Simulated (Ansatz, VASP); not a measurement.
**One calculation of BeS, two programs**

The input POSCAR:

```
BeS
1.0
    0.0000000000      2.5148817666      2.4343062304
    2.5148817666      0.0000000000      2.4343062304
    2.5148817666      2.5148817666      0.0000000000
Be S
1 1
Direct
    0.0000000000      0.0000000000      0.0000000000
    0.2500000000      0.2500000000      0.2500000000
```

INCAR.step1

```
SYSTEM = BeS
  ALGO = Normal
  EDIFF = 1E-5
  ENCUT = 660
  GGA = PE
  GGA_COMPAT = .False.
  ISMEAR = 0
  LASPH = .True.
  LCHARG = .False.
  LREAL = .False.
  LWAVE = .True.
  NBANDS = 11
  NELM = 120
  PREC = Accurate
  SIGMA = 0.01
```

The input INCAR.step2:

```
SYSTEM = BeS
  ALGO = Normal
  EDIFF = 1E-6
  ENCUT = 660
  GGA_COMPAT = .False.
  ISIF = 2
  ISMEAR = 0
  ISTART = 1
  LASPH = .True.
  LCHARG = .False.
  LMIXTAU = .True.
  LREAL = .False.
  LWAVE = .False.
  METAGGA = R2SCAN
  NBANDS = 11
  NELM = 120
  PREC = Accurate
  SIGMA = 0.01
```

The input KPOINTS:

```
k-points
0
Gamma
  10 10 10
  0 0 0
```

Input for Ansatz:

```yaml
crystal:
  lattice:
    - [0.0, 2.5148817666, 2.4343062304]
    - [2.5148817666, 0.0, 2.4343062304]
    - [2.5148817666, 2.5148817666, 0.0]
  atoms:
    - { symbol: Be, position: [0.0, 0.0, 0.0] }
    - { symbol: S, position: [0.25, 0.25, 0.25] }
kpoints:
  mp_grid: { grid: [10, 10, 10] }
  band_path:
    path:
      - [0.0, 0.0, 0.0]
      - [-0.5, -0.5, 0.0]
      - [-0.375, -0.375, 0.25]
      - [-0.375, 0.0, 0.375]
      - [0.0, 0.0, 0.5]
      - [-0.5, -0.25, 0.25]
      - [-0.0375, 0.0, 0.0375]
    npoints: 1
hamiltonian:
  xc: r2scan
scf:
  occupations: { method: fixed }
  n_extra_bands: 4
output:
  forces: true
  stress: true
  eigenvalues: true
```

Change from the starting cell: biaxial_xy strain +3.3%.

Alike in both runs: task single point; functional r2SCAN; k mesh 10 × 10 × 10; no spin polarisation.

|  | VASP | Ansatz |
| --- | --- | --- |
| version | VASP 6.6.1 | Ansatz 0.2.0 |
| potentials or method | VASP PAW PBE potentials, release 64 (Be, S) | plane waves, PAW |
| plane-wave cutoff (eV) | 660 | 500 |
| occupations | gaussian, width 0.01 eV | fixed |
| valence electrons in the cell | 8 | 8 |

|  | VASP | Ansatz | Ansatz less VASP |
| --- | --- | --- | --- |
| gap on the k mesh at the Fermi level (eV) | 3.47 | 3.46 | -0.010 |
| pressure (GPa) | -5.4 | -5.6 | -0.22 |
| traceless stress, the component that is largest in VASP (GPa) | 1.95 | 1.98 | +0.024 |

VASP's potentials were made for PBE, not for r2SCAN.
